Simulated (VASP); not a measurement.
# GaAs (pbe) (F-43m) in VASP: single point with PBE

Aim: the single point of GaAs (pbe) with PBE.

All numbers are computed with VASP 6.6.1; they aren't measurements. Logs are shortened: lines on timing, memory, paths and dates and some standing lists are left out, and cuts for length are marked.

## Step 1: The cell of the first run

The structure is cubic, space group F-43m (No. 216). The conventional cell has a = 5.746 Å, b = 5.746 Å, c = 5.746 Å, α = 90.00°, β = 90.00°, γ = 90.00°. Ga (site symmetry -43m) has 4 As at 2.49 Å within 3.3 Å. As (site symmetry -43m) has 4 Ga at 2.49 Å within 3.3 Å.

## Step 2: Single point, PBE

Input file INCAR:

```
  ALGO = Normal
  EDIFF = 1E-7
  ENCUT = 520
  GGA = PE
  ISIF = 2
  ISMEAR = 0
  LASPH = T
  LCHARG = F
  LREAL = F
  LWAVE = F
  NBANDS = 16
  NELM = 60
  PREC = Accurate
  SIGMA = 0.01
```

Input file KPOINTS:

```
k-points
0
Gamma
  10 10 10
```

Input file POSCAR:

```
GaAs
1.0
    0.0000000000      2.8727978965      2.8727978965
    2.8727978965      0.0000000000      2.8727978965
    2.8727978965      2.8727978965      0.0000000000
Ga As
1 1
Direct
    0.0000000000      0.0000000000      0.0000000000
    0.7500000000      0.7500000000      0.7500000000
```

Potentials or basis: VASP PAW PBE potentials, release 64 (Ga_d, As).

Started as:

```
$ cat potpaw_PBE.64/Ga_d/POTCAR potpaw_PBE.64/As/POTCAR > POTCAR
$ mpirun -np 1 vasp_std > vasp.out
```

OUTCAR:

```text
EDIFF = 1E-7
   ENCUT = 520
   GGA = PE
   ISIF = 2
   ISMEAR = 0
   LASPH = T
   LREAL = F
   NELM = 60
   PREC = Accurate

 ion  position               nearest neighbor table
   1  0.000  0.000  0.000-   2 2.49   2 2.49   2 2.49   2 2.49
   2  0.750  0.750  0.750-   1 2.49   1 2.49   1 2.49   1 2.49

  LATTYP: Found a face centered cubic cell.
 ALAT       =     5.7455957930

  Lattice vectors:

 A1 = (   0.0000000000,   2.8727978965,   2.8727978965)
 A2 = (   2.8727978965,   0.0000000000,   2.8727978965)
 A3 = (   2.8727978965,   2.8727978965,   0.0000000000)

Analysis of symmetry for initial positions (statically):
=====================================================================
 Subroutine PRICEL returns:
 Original cell was already a primitive cell.

 Routine SETGRP: Setting up the symmetry group for a
 face centered cubic supercell.

 Subroutine GETGRP returns: Found 24 space group operations
 (whereof 24 operations were pure point group operations)
 out of a pool of 48 trial point group operations.

The static configuration has the point symmetry T_d .

Analysis of symmetry for dynamics (positions and initial velocities):
=====================================================================
 Subroutine PRICEL returns:
 Original cell was already a primitive cell.

 Routine SETGRP: Setting up the symmetry group for a
 face centered cubic supercell.

 Subroutine GETGRP returns: Found 24 space group operations
 (whereof 24 operations were pure point group operations)
 out of a pool of 48 trial point group operations.

The dynamic configuration has the point symmetry T_d .

 Subroutine INISYM returns: Found 24 space group operations
 (whereof 24 operations are pure point group operations),
 and found     1 'primitive' translations

----------------------------------------------------------------------------------------

                                     Primitive cell

  volume of cell :      47.4182

  direct lattice vectors                    reciprocal lattice vectors
     0.000000000  2.872797896  2.872797896    -0.174046354  0.174046354  0.174046354
     2.872797896  0.000000000  2.872797896     0.174046354 -0.174046354  0.174046354
     2.872797896  2.872797896  0.000000000     0.174046354  0.174046354 -0.174046354

  length of vectors
     4.062749747  4.062749747  4.062749747     0.301457128  0.301457128  0.301457128

  position of ions in fractional coordinates (direct lattice)
     0.000000000  0.000000000  0.000000000
     0.750000000  0.750000000  0.750000000

  ion indices of the primitive-cell ions
   primitive index   ion index
                 1           1
                 2           2

----------------------------------------------------------------------------------------

 KPOINTS: k-points

Automatic generation of k-mesh.
 Grid dimensions read from file:
 generate k-points for:   10   10   10

 Generating k-lattice:

  Cartesian coordinates                     Fractional coordinates (reciprocal lattice)
    -0.017404635  0.017404635  0.017404635     0.100000000  0.000000000  0.000000000
     0.017404635 -0.017404635  0.017404635     0.000000000  0.100000000  0.000000000
     0.017404635  0.017404635 -0.017404635     0.000000000  0.000000000  0.100000000

  Length of vectors
     0.030145713  0.030145713  0.030145713

  Shift w.r.t. Gamma in fractional coordinates (k-lattice)
     0.000000000  0.000000000  0.000000000

 Subroutine IBZKPT returns following result:
 ===========================================

 Found     47 irreducible k-points:

 Following reciprocal coordinates:
            Coordinates               Weight
  0.000000  0.000000  0.000000      1.000000
  0.100000  0.000000  0.000000      8.000000
  0.200000  0.000000  0.000000      8.000000
  0.300000  0.000000  0.000000      8.000000
  0.400000  0.000000  0.000000      8.000000
  0.500000  0.000000  0.000000      4.000000
[... 16 lines left out ...]
  0.300000  0.300000  0.000000      6.000000
  0.400000  0.300000  0.000000     24.000000
 [... further k-points ...]
   k-points           NKPTS =     47   k-points in BZ     NKDIM =     47   number of bands    NBANDS=     16
   number of dos      NEDOS =    301   number of ions     NIONS =      2
   total plane-waves  NPLWV =  27000
   dimension x,y,z NGX =    30 NGY =   30 NGZ =   30
   dimension x,y,z NGXF=    60 NGYF=   60 NGZF=   60
   ions per type =               1   1
   NGX,Y,Z   is equivalent  to a cutoff of  12.28, 12.28, 12.28 a.u.
   NGXF,Y,Z  is equivalent  to a cutoff of  24.55, 24.55, 24.55 a.u.
 SYSTEM =  unknown system
   PREC   = accura    normal or accurate (medium, high low for compatibility)
   ISTART =      0    job   : 0-new  1-cont  2-samecut
   ICHARG =      2    charge: 1-file 2-atom 10-const
   ISPIN  =      1    spin polarized calculation?
   LNONCOLLINEAR =      F non collinear calculations
   LSORBIT =      F    spin-orbit coupling
   LASPH  =      T    aspherical Exc in radial PAW
   ENCUT  =  520.0 eV  38.22 Ry    6.18 a.u.   7.55  7.55  7.55*2*pi/ulx,y,z
   NELM   =     60;   NELMIN=  2; NELMDL= -5     # of ELM steps
   EDIFF  = 0.1E-06   stopping-criterion for ELM
   LREAL  =      F    real-space projection
   EDIFFG = 0.1E-05   stopping-criterion for IOM
   NSW    =      0    number of steps for IOM
   IBRION =     -1    ionic relax: 0-MD 1-quasi-New 2-CG
   NFREE  =      0    steps in history (QN), initial steepest desc. (CG)
   ISIF   =      2    stress and relaxation
   ISYM   =      2    0-nonsym 1-usesym 2-fastsym
   POTIM  = 0.5000    time-step for ionic-motion
   TEBEG  =    0.0;   TEEND  =   0.0 temperature during run
   PSTRESS=    0.0 pullay stress
   NELECT =      18.0000    total number of electrons
   NUPDOWN=      -1.0000    fix difference up-down
   EMIN   =  10.00;   EMAX   =-10.00  energy-range for DOS
   EFERMI =   0.00;   METHOD = LEGACY
   ISMEAR =     0;   SIGMA  =   0.01  broadening in eV -4-tet -1-fermi 0-gaus
   EFERMI_NEDOS =   21; number of points for ismear=-14 and -15
   IALGO  =     38    algorithm
   IMIX   =      4    mixing-type and parameters
     AMIX     =   0.40;   BMIX     =  1.00
     AMIX_MAG =   1.60;   BMIX_MAG =  1.00
  volume/ion in A,a.u.               =      23.71       160.00
  Fermi-wavevector in a.u.,A,eV,Ry     =   1.185361  2.240007 19.117280  1.405080
  Thomas-Fermi vector in A             =   2.321556
   LORBIT       =      0    0 simple, 1 ext, 2 COOP (PROOUT), +10 PAW based schemes
   GGA     = PE    functional components
   LHFCALC =     F    Hartree Fock is set to
   AEXX    =    0.0000 exact exchange contribution
   IVDW    =     0    specifies the selected vdW correction
   LEPSILON=     F    determine dielectric tensor
   LRPA    =     F    only Hartree local field effects (RPA)
 non-spin polarized calculation
 Gauss-broadening in eV      SIGMA  =   0.01
  energy-cutoff  :      520.00
  volume of cell :       47.42
 maximum number of plane-waves:      1298
   NGX = 15   NGY = 15   NGZ = 15

 number of electron      17.9999987 magnetization

 Free energy of the ion-electron system (eV)
  ---------------------------------------------------
  ext. energy  EPLUGINS =         0.00000000
  ---------------------------------------------------
  free energy    TOTEN  =        -8.27524706 eV

  energy without entropy =       -8.27524706  energy(sigma->0) =       -8.27524706

 E-fermi :   3.5592     XC(G=0):  -9.3721

 val. band max:        3.4887169727   @ k =   0.0000   0.0000   0.0000
 cond. band min:       3.6510800469   @ k =   0.0000   0.0000   0.0000
 fundamental gap:      0.1623630742
 Fermi energy:         3.5592162840

 k-point     1 :       0.0000    0.0000    0.0000
  band No.  band energies     occupation
      1     -11.2379      2.00000
      2     -11.2379      2.00000
      3     -11.2379      2.00000
      4     -11.1699      2.00000
      5     -11.1699      2.00000
      6      -8.9001      2.00000
[... 8 lines left out ...]
     15      13.4919      0.00000
     16      13.4919      0.00000

 k-point     2 :       0.1000    0.0000    0.0000
  band No.  band energies     occupation
      1     -11.2448      2.00000
      2     -11.2359      2.00000
      3     -11.2359      2.00000
      4     -11.1700      2.00000
      5     -11.1700      2.00000
      6      -8.7909      2.00000
[... 8 lines left out ...]
     15      12.8608      0.00000
     16      12.8608      0.00000

 k-point     3 :       0.2000    0.0000    0.0000
  band No.  band energies     occupation
      1     -11.2621      2.00000
      2     -11.2311      2.00000
      3     -11.2311      2.00000
      4     -11.1699      2.00000
      5     -11.1699      2.00000
      6      -8.4772      2.00000
[... 8 lines left out ...]
     15      12.3865      0.00000
     16      12.4211      0.00000

 k-point     4 :       0.3000    0.0000    0.0000
  band No.  band energies     occupation
      1     -11.2820      2.00000
      2     -11.2259      2.00000
      3     -11.2259      2.00000
      4     -11.1690      2.00000
      5     -11.1690      2.00000
      6      -8.0097      2.00000
[... 8 lines left out ...]
     15      12.7296      0.00000
     16      12.7296      0.00000

 k-point     5 :       0.4000    0.0000    0.0000
  band No.  band energies     occupation
      1     -11.2971      2.00000
      2     -11.2225      2.00000
      3     -11.2225      2.00000
      4     -11.1674      2.00000
      5     -11.1674      2.00000
      6      -7.5180      2.00000
[... 8 lines left out ...]
     15      13.8815      0.00000
     16      13.8815      0.00000

 k-point     6 :       0.5000    0.0000    0.0000
  band No.  band energies     occupation
      1     -11.3027      2.00000
      2     -11.2214      2.00000
      3     -11.2214      2.00000
      4     -11.1666      2.00000
      5     -11.1666      2.00000
      6      -7.2812      2.00000
[... 8 lines left out ...]
     15      15.1209      0.00000
     16      15.1209      0.00000
[... 267 lines left out ...]
 k-point    21 :      -0.3000    0.2000    0.0000
  band No.  band energies     occupation
      1     -11.3008      2.00000
      2     -11.2185      2.00000
      3     -11.2171      2.00000
      4     -11.1708      2.00000
      5     -11.1692      2.00000
      6      -7.3758      2.00000
[... 8 lines left out ...]
     15      13.4979      0.00000
     16      15.3550      0.00000

 k-point    22 :      -0.2000    0.2000    0.0000
  band No.  band energies     occupation
      1     -11.2880      2.00000
      2     -11.2231      2.00000
      3     -11.2214      2.00000
      4     -11.1723      2.00000
      5     -11.1681      2.00000
      6      -7.8478      2.00000
[... 8 lines left out ...]
     15      13.8722      0.00000
     16      14.5466      0.00000

 k-point    23 :       0.3000    0.3000    0.0000
  band No.  band energies     occupation
      1     -11.3037      2.00000
      2     -11.2112      2.00000
      3     -11.2112      2.00000
      4     -11.1826      2.00000
      5     -11.1627      2.00000
      6      -7.6958      2.00000
[... 8 lines left out ...]
     15      14.8916      0.00000
     16      15.6270      0.00000

 k-point    24 :       0.4000    0.3000    0.0000
  band No.  band energies     occupation
      1     -11.3141      2.00000
      2     -11.2074      2.00000
      3     -11.2062      2.00000
      4     -11.1842      2.00000
      5     -11.1617      2.00000
      6      -7.2931      2.00000
[... 8 lines left out ...]
     15      15.5533      0.00000
     16      15.9838      0.00000

 [... further k-points ...]
[... 5 lines left out ...]
  --------------------------------------------------------------------------------------
  -------------------------------------------------------------------------------------
  Total        0.0462468      0.0462468      0.0462468      0.0000000      0.0000000     -0.0000000
  in kB        1.5625984      1.5625984      1.5625984      0.0000000      0.0000000     -0.0000000
  external PRESSURE =       1.5625984 kB  Pullay stress =       0.0000000 kB

 VOLUME and BASIS-vectors are now :
 -----------------------------------------------------------------------------
  energy-cutoff  :      520.00
  volume of cell :       47.42
      direct lattice vectors                 reciprocal lattice vectors
     0.000000000  2.872797896  2.872797896    -0.174046354  0.174046354  0.174046354
     2.872797896  0.000000000  2.872797896     0.174046354 -0.174046354  0.174046354
     2.872797896  2.872797896  0.000000000     0.174046354  0.174046354 -0.174046354

 POSITION                                       TOTAL-FORCE (eV/Angst)
 -----------------------------------------------------------------------------------
      0.00000      0.00000      0.00000        -0.000000     -0.000000     -0.000000
      4.30920      4.30920      4.30920         0.000000      0.000000      0.000000
 -----------------------------------------------------------------------------------
    total drift:                               -0.000002     -0.000002     -0.000002

  FREE ENERGIE OF THE ION-ELECTRON SYSTEM (eV)
  ---------------------------------------------------
  free  energy   TOTEN  =        -8.2752470577 eV

  energy  without entropy=       -8.2752470577  energy(sigma->0) =       -8.27524706
```

Run time: 31 s. Hardware: 1 thread of Intel Xeon Platinum 8488C (Sapphire Rapids), shared host; peak memory 0.18 GiB.

What came out:

```
Free energy            : -8.2752 eV
Pressure               : 0.2 GPa
Band gap on the k mesh : 0.16 eV, direct
```

Levels at points of the mesh, in eV from the valence-band top:
| k point | band 6 | band 7 | band 8 | band 9 | band 10 | band 11 | band 12 | band 13 |
| --- | --- | --- | --- | --- | --- | --- | --- | --- |
| (0.00, 0.00, 0.00) | -12.39 | 0.00 | 0.00 | 0.00 | 0.16 | 3.72 | 3.72 | 3.72 |
| (0.50, 0.00, 0.00) | -10.77 | -6.38 | -1.07 | -1.07 | 0.87 | 4.62 | 4.62 | 7.70 |
| (0.50, 0.50, 0.00) | -10.09 | -6.60 | -2.51 | -2.51 | 1.55 | 1.67 | 9.79 | 9.79 |
